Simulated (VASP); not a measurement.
# W (Im-3m) in VASP: further runs

The runs below take W through single point, with LDA.

All numbers are computed with VASP 6.6.1; they aren't measurements. Logs are shortened: lines on timing, memory, paths and dates and some standing lists are left out, and cuts for length are marked.

**1. The cell of the first run**

The structure is cubic, space group Im-3m (No. 229). Conventional cell: a = 3.165 Å, b = 3.165 Å, c = 3.165 Å, α = 90.00°, β = 90.00°, γ = 90.00°. W (site symmetry m-3m) has 14 W at 2.74 to 3.16 Å within 3.6 Å.

**2. Single point, LDA**

Input file INCAR:

```
SYSTEM = W
  ALGO = Normal
  EDIFF = 1E-6
  ENCUT = 520
  GGA = CA
  ISIF = 2
  ISMEAR = 0
  LASPH = .TRUE.
  LCHARG = .FALSE.
  LREAL = .FALSE.
  LWAVE = .FALSE.
  NBANDS = 13
  NELM = 80
  PREC = Accurate
  SIGMA = 0.1
```

Input file KPOINTS:

```
k-points
0
G
  8 8 8
  0 0 0
```

Input file POSCAR:

```
W
1.0
   -1.5823450000      1.5823450000      1.5823450000
    1.5823450000     -1.5823450000      1.5823450000
    1.5823450000      1.5823450000     -1.5823450000
W
1
Direct
    0.0000000000      0.0000000000      0.0000000000
```

Potentials or basis: VASP PAW LDA potentials, release 64 (W_sv).

On the command line:

```
$ cat potpaw_LDA.64/W_sv/POTCAR > POTCAR
$ mpirun -np 1 vasp_std > vasp.out
```

OUTCAR:

```text
SYSTEM = W
   EDIFF = 1E-6
   ENCUT = 520
   GGA = CA
   ISIF = 2
   ISMEAR = 0
   LASPH = .TRUE.
   LREAL = .FALSE.
   NELM = 80
   PREC = Accurate

 ion  position               nearest neighbor table
   1  0.000  0.000  0.000-

  LATTYP: Found a body centered cubic cell.
 ALAT       =     3.1646900000

  Lattice vectors:

 A1 = (  -1.5823450000,   1.5823450000,   1.5823450000)
 A2 = (   1.5823450000,  -1.5823450000,   1.5823450000)
 A3 = (   1.5823450000,   1.5823450000,  -1.5823450000)

Analysis of symmetry for initial positions (statically):
=====================================================================
 Subroutine PRICEL returns:
 Original cell was already a primitive cell.

 Routine SETGRP: Setting up the symmetry group for a
 body centered cubic supercell.

 Subroutine GETGRP returns: Found 48 space group operations
 (whereof 48 operations were pure point group operations)
 out of a pool of 48 trial point group operations.

The static configuration has the point symmetry O_h .

Analysis of symmetry for dynamics (positions and initial velocities):
=====================================================================
 Subroutine PRICEL returns:
 Original cell was already a primitive cell.

 Routine SETGRP: Setting up the symmetry group for a
 body centered cubic supercell.

 Subroutine GETGRP returns: Found 48 space group operations
 (whereof 48 operations were pure point group operations)
 out of a pool of 48 trial point group operations.

The dynamic configuration has the point symmetry O_h .

 Subroutine INISYM returns: Found 48 space group operations
 (whereof 48 operations are pure point group operations),
 and found     1 'primitive' translations

----------------------------------------------------------------------------------------

                                     Primitive cell

  volume of cell :      15.8476

  direct lattice vectors                    reciprocal lattice vectors
    -1.582345000  1.582345000  1.582345000     0.000000000  0.315986716  0.315986716
     1.582345000 -1.582345000  1.582345000     0.315986716  0.000000000  0.315986716
     1.582345000  1.582345000 -1.582345000     0.315986716  0.315986716  0.000000000

  length of vectors
     2.740701935  2.740701935  2.740701935     0.446872699  0.446872699  0.446872699

  position of ions in fractional coordinates (direct lattice)
     0.000000000  0.000000000  0.000000000

  ion indices of the primitive-cell ions
   primitive index   ion index
                 1           1

----------------------------------------------------------------------------------------

 KPOINTS: k-points

Automatic generation of k-mesh.
 Grid dimensions read from file:
 generate k-points for:    8    8    8

 Generating k-lattice:

  Cartesian coordinates                     Fractional coordinates (reciprocal lattice)
     0.000000000  0.039498339  0.039498339     0.125000000  0.000000000  0.000000000
     0.039498339  0.000000000  0.039498339     0.000000000  0.125000000  0.000000000
     0.039498339  0.039498339  0.000000000     0.000000000  0.000000000  0.125000000

  Length of vectors
     0.055859087  0.055859087  0.055859087

  Shift w.r.t. Gamma in fractional coordinates (k-lattice)
     0.000000000  0.000000000  0.000000000

 Subroutine IBZKPT returns following result:
 ===========================================

 Found     29 irreducible k-points:

 Following reciprocal coordinates:
            Coordinates               Weight
  0.000000  0.000000  0.000000      1.000000
  0.125000  0.000000  0.000000     12.000000
  0.250000  0.000000  0.000000     12.000000
  0.375000  0.000000  0.000000     12.000000
  0.500000  0.000000  0.000000      6.000000
  0.125000  0.125000  0.000000     24.000000
[... 16 lines left out ...]
 -0.250000  0.250000  0.250000      6.000000
 -0.375000  0.375000  0.250000     24.000000
 [... further k-points ...]
   k-points           NKPTS =     29   k-points in BZ     NKDIM =     29   number of bands    NBANDS=     13
   number of dos      NEDOS =    301   number of ions     NIONS =      1
   total plane-waves  NPLWV =   8000
   dimension x,y,z NGX =    20 NGY =   20 NGZ =   20
   dimension x,y,z NGXF=    40 NGYF=   40 NGZF=   40
   ions per type =               1
   NGX,Y,Z   is equivalent  to a cutoff of  12.13, 12.13, 12.13 a.u.
   NGXF,Y,Z  is equivalent  to a cutoff of  24.26, 24.26, 24.26 a.u.
 SYSTEM =  W
   PREC   = accura    normal or accurate (medium, high low for compatibility)
   ISTART =      0    job   : 0-new  1-cont  2-samecut
   ICHARG =      2    charge: 1-file 2-atom 10-const
   ISPIN  =      1    spin polarized calculation?
   LNONCOLLINEAR =      F non collinear calculations
   LSORBIT =      F    spin-orbit coupling
   LASPH  =      T    aspherical Exc in radial PAW
   ENCUT  =  520.0 eV  38.22 Ry    6.18 a.u.   5.10  5.10  5.10*2*pi/ulx,y,z
   NELM   =     80;   NELMIN=  2; NELMDL= -5     # of ELM steps
   EDIFF  = 0.1E-05   stopping-criterion for ELM
   LREAL  =      F    real-space projection
   EDIFFG = 0.1E-04   stopping-criterion for IOM
   NSW    =      0    number of steps for IOM
   IBRION =     -1    ionic relax: 0-MD 1-quasi-New 2-CG
   NFREE  =      0    steps in history (QN), initial steepest desc. (CG)
   ISIF   =      2    stress and relaxation
   ISYM   =      2    0-nonsym 1-usesym 2-fastsym
   POTIM  = 0.5000    time-step for ionic-motion
   TEBEG  =    0.0;   TEEND  =   0.0 temperature during run
   PSTRESS=    0.0 pullay stress
   NELECT =      14.0000    total number of electrons
   NUPDOWN=      -1.0000    fix difference up-down
   EMIN   =  10.00;   EMAX   =-10.00  energy-range for DOS
   EFERMI =   0.00;   METHOD = LEGACY
   ISMEAR =     0;   SIGMA  =   0.10  broadening in eV -4-tet -1-fermi 0-gaus
   EFERMI_NEDOS =   21; number of points for ismear=-14 and -15
   IALGO  =     38    algorithm
   IMIX   =      4    mixing-type and parameters
     AMIX     =   0.40;   BMIX     =  1.00
     AMIX_MAG =   1.60;   BMIX_MAG =  1.00
  volume/ion in A,a.u.               =      15.85       106.94
  Fermi-wavevector in a.u.,A,eV,Ry     =   1.570832  2.968442 33.572544  2.467512
  Thomas-Fermi vector in A             =   2.672506
   LORBIT       =      0    0 simple, 1 ext, 2 COOP (PROOUT), +10 PAW based schemes
   GGA     = CA    functional components
   LHFCALC =     F    Hartree Fock is set to
   AEXX    =    0.0000 exact exchange contribution
   IVDW    =     0    specifies the selected vdW correction
   LEPSILON=     F    determine dielectric tensor
   LRPA    =     F    only Hartree local field effects (RPA)
 non-spin polarized calculation
 Gauss-broadening in eV      SIGMA  =   0.10
  energy-cutoff  :      520.00
  volume of cell :       15.85
 maximum number of plane-waves:       436
   NGX = 11   NGY = 11   NGZ = 11

 number of electron      14.0000004 magnetization

 Free energy of the ion-electron system (eV)
  ---------------------------------------------------
  ext. energy  EPLUGINS =         0.00000000
  ---------------------------------------------------
  free energy    TOTEN  =       -14.09595283 eV

  energy without entropy =      -14.09595041  energy(sigma->0) =      -14.09595162

 E-fermi :  11.0750     XC(G=0): -13.8317

 val. band max:       10.7869332852   @ k =  -0.3750   0.3750   0.2500
 cond. band min:      11.3526616501   @ k =  -0.2500   0.2500   0.1250
 fundamental gap:      0.5657283649
 Fermi energy:        11.0749735147

 k-point     1 :       0.0000    0.0000    0.0000
  band No.  band energies     occupation
      1     -62.4311      2.00000
      2     -26.2382      2.00000
      3     -26.2382      2.00000
      4     -26.2382      2.00000
      5       1.7746      2.00000
      6      10.0598      2.00000
      7      10.0598      2.00000
      8      10.0598      2.00000
      9      13.5024      0.00000
     10      13.5025      0.00000
     11      25.8987      0.00000
     12      25.8987      0.00000
     13      25.8987      0.00000

 k-point     2 :       0.1250    0.0000    0.0000
  band No.  band energies     occupation
      1     -62.4110      2.00000
      2     -26.4443      2.00000
      3     -26.3028      2.00000
      4     -26.2393      2.00000
      5       2.5078      2.00000
      6       9.6355      2.00000
      7       9.9190      2.00000
      8      10.7850      1.99996
      9      12.9689      0.00000
     10      13.5198      0.00000
     11      26.4407      0.00000
     12      27.1491      0.00000
     13      27.4939      0.00000

 k-point     3 :       0.2500    0.0000    0.0000
  band No.  band energies     occupation
      1     -62.3621      2.00000
      2     -26.9203      2.00000
      3     -26.4556      2.00000
      4     -26.2419      2.00000
      5       4.1867      2.00000
      6       8.7541      2.00000
      7       9.4720      2.00000
      8      12.8307      0.00000
      9      12.8925      0.00000
     10      13.6939      0.00000
     11      26.1422      0.00000
     12      27.9178      0.00000
     13      30.4609      0.00000

 k-point     4 :       0.3750    0.0000    0.0000
  band No.  band energies     occupation
      1     -62.3129      2.00000
      2     -27.3698      2.00000
      3     -26.6045      2.00000
      4     -26.2447      2.00000
      5       5.0792      2.00000
      6       8.0127      2.00000
      7      10.5050      2.00000
      8      13.4356      0.00000
      9      14.0985      0.00000
     10      15.6760      0.00000
     11      23.9539      0.00000
     12      24.3763      0.00000
     13      30.8513      0.00000

 k-point     5 :       0.5000    0.0000    0.0000
  band No.  band energies     occupation
      1     -62.2925      2.00000
      2     -27.5491      2.00000
      3     -26.6651      2.00000
      4     -26.2459      2.00000
      5       5.0622      2.00000
      6       7.7353      2.00000
      7      12.1561      0.00000
      8      13.4075      0.00000
      9      14.3656      0.00000
     10      17.4539      0.00000
     11      22.4055      0.00000
     12      22.8859      0.00000
     13      28.1807      0.00000

 k-point     6 :       0.1250    0.1250    0.0000
  band No.  band energies     occupation
      1     -62.3764      2.00000
      2     -26.7711      2.00000
      3     -26.3790      2.00000
      4     -26.2876      2.00000
      5       3.7798      2.00000
      6       9.1778      2.00000
      7       9.2496      2.00000
      8      12.3317      0.00000
      9      12.4817      0.00000
     10      13.8531      0.00000
     11      27.3979      0.00000
     12      27.7443      0.00000
     13      29.0968      0.00000

 k-point     7 :       0.2500    0.1250   -0.0000
  band No.  band energies     occupation
      1     -62.3274      2.00000
      2     -27.1797      2.00000
      3     -26.5650      2.00000
      4     -26.3090      2.00000
      5       5.3459      2.00000
      6       8.3720      2.00000
      7       9.1254      2.00000
      8      12.7628      0.00000
      9      14.2165      0.00000
     10      15.0517      0.00000
     11      25.0283      0.00000
     12      26.7445      0.00000
     13      30.6401      0.00000
[... 193 lines left out ...]
 k-point    20 :      -0.3750    0.5000    0.1250
  band No.  band energies     occupation
      1     -62.2669      2.00000
      2     -27.3593      2.00000
      3     -26.8954      2.00000
      4     -26.4821      2.00000
      5       6.6130      2.00000
      6       8.2687      2.00000
      7       9.1866      2.00000
      8      12.3087      0.00000
      9      15.1336      0.00000
     10      18.5829      0.00000
     11      22.1570      0.00000
     12      26.1130      0.00000
     13      28.5283      0.00000

 k-point    21 :      -0.3750   -0.3750    0.1250
  band No.  band energies     occupation
      1     -62.2543      2.00000
      2     -27.1920      2.00000
      3     -27.1920      2.00000
      4     -26.4955      2.00000
      5       7.8612      2.00000
      6       7.8612      2.00000
      7       7.9733      2.00000
      8      14.1451      0.00000
      9      14.1451      0.00000
     10      20.1880      0.00000
     11      22.7229      0.00000
     12      22.7229      0.00000
     13      31.8643      0.00000

 k-point    22 :       0.2500    0.2500    0.2500
  band No.  band energies     occupation
      1     -62.2832      2.00000
      2     -26.9017      2.00000
      3     -26.9017      2.00000
      4     -26.9017      2.00000
      5       8.3960      2.00000
      6       8.3960      2.00000
      7       8.3960      2.00000
      8      14.5288      0.00000
      9      14.5288      0.00000
     10      17.9390      0.00000
     11      23.6550      0.00000
     12      23.6550      0.00000
     13      23.6550      0.00000

 k-point    23 :      -0.2500    0.2500    0.2500
  band No.  band energies     occupation
      1     -62.3019      2.00000
      2     -26.9444      2.00000
      3     -26.6904      2.00000
      4     -26.6904      2.00000
      5       6.1935      2.00000
      6       8.4726      2.00000
      7      10.7832      1.99996
      8      10.7832      1.99996
      9      12.6512      0.00000
     10      14.7567      0.00000
     11      25.8801      0.00000
     12      30.9138      0.00000
     13      30.9138      0.00000

 k-point    24 :      -0.3750    0.3750    0.2500
  band No.  band energies     occupation
      1     -62.2591      2.00000
      2     -27.2181      2.00000
      3     -26.8507      2.00000
      4     -26.7288      2.00000
      5       6.8004      2.00000
      6       7.4949      2.00000
      7      10.7869      1.99995
      8      11.5825      0.00000
      9      15.0299      0.00000
     10      15.7213      0.00000
     11      25.0752      0.00000
     12      27.6014      0.00000
     13      28.7288      0.00000

 [... further k-points ...]
[... 5 lines left out ...]
  --------------------------------------------------------------------------------------
  -------------------------------------------------------------------------------------
  Total       -0.6448966     -0.6448966     -0.6448966      0.0000000      0.0000000      0.0000000
  in kB      -65.1984355    -65.1984355    -65.1984355      0.0000000      0.0000000      0.0000000
  external PRESSURE =     -65.1984355 kB  Pullay stress =       0.0000000 kB

 VOLUME and BASIS-vectors are now :
 -----------------------------------------------------------------------------
  energy-cutoff  :      520.00
  volume of cell :       15.85
      direct lattice vectors                 reciprocal lattice vectors
    -1.582345000  1.582345000  1.582345000     0.000000000  0.315986716  0.315986716
     1.582345000 -1.582345000  1.582345000     0.315986716  0.000000000  0.315986716
     1.582345000  1.582345000 -1.582345000     0.315986716  0.315986716  0.000000000

 POSITION                                       TOTAL-FORCE (eV/Angst)
 -----------------------------------------------------------------------------------
      0.00000      0.00000      0.00000         0.000000     -0.000000      0.000000
 -----------------------------------------------------------------------------------
    total drift:                                0.000000     -0.000000      0.000000

  FREE ENERGIE OF THE ION-ELECTRON SYSTEM (eV)
  ---------------------------------------------------
  free  energy   TOTEN  =       -14.0959528339 eV

  energy  without entropy=      -14.0959504122  energy(sigma->0) =      -14.09595162
```

Run time: 2.7 s. Hardware: 1 thread of Intel Xeon Platinum 8559C (Emerald Rapids), shared host; peak memory 0.11 GiB.

Results:

| Item | Value |
| --- | --- |
| Free energy | -14.0960 eV |
| Pressure | -6.5 GPa |
| Band gap on the k mesh | zero (band 7 reaches 16.47 eV, above the bottom of band 8 at 10.06 eV) |

Caveat: spin-orbit coupling is left out, which moves the levels of the heavy elements.

**3. Single point, LDA**

This run uses another cell than the first one, of 15.44 Å³/atom, 0.975 times its volume.

Input file INCAR:

```
SYSTEM = W
PREC = Accurate
ENCUT = 520
EDIFF = 1E-6
ISMEAR = 0
SIGMA = 0.1
LREAL = .False.
LASPH = .True.
NELM = 100
ALGO = Normal
ISIF = 2
LWAVE = .False.
LCHARG = .False.
GGA = CA
NBANDS = 13
```

Input file KPOINTS:

```
regular mesh
0
Gamma
  8 8 8
  0 0 0
```

Input file POSCAR:

```
W
1.0
   -1.5688199716      1.5688199716      1.5688199716
    1.5688199716     -1.5688199716      1.5688199716
    1.5688199716      1.5688199716     -1.5688199716
W
1
Direct
    0.0000000000      0.0000000000      0.0000000000
```

Potentials or basis: VASP PAW LDA potentials, release 64 (W_sv).

On the command line:

```
$ cat potpaw_LDA.64/W_sv/POTCAR > POTCAR
$ mpirun -np 1 vasp_std > vasp.out
```

Wall time 2.8 s (1 thread of Intel Xeon Platinum 8559C (Emerald Rapids), shared host); peak memory 0.12 GiB.

It converged, with:

```
Free energy            : -14.1016 eV
Pressure               : 2.0 GPa
Band gap on the k mesh : zero (band 7 reaches 17.04 eV, above the bottom of band 8 at 10.39 eV)
```

Levels at points of the mesh, in eV from the Fermi level:
| k point | band 4 | band 5 | band 6 | band 7 | band 8 | band 9 | band 10 | band 11 |
| --- | --- | --- | --- | --- | --- | --- | --- | --- |
| (0.00, 0.00, 0.00) | -37.23 | -9.42 | -1.04 | -1.04 | -1.04 | 2.51 | 2.51 | 14.90 |
| (0.50, 0.00, 0.00) | -37.24 | -6.17 | -3.45 | 1.19 | 2.43 | 3.42 | 6.63 | 11.78 |
| (0.50, 0.50, 0.50) | -38.22 | -5.80 | -5.80 | 5.60 | 5.60 | 5.60 | 8.83 | 8.83 |

Caveat: spin-orbit coupling is left out, which moves the levels of the heavy elements.
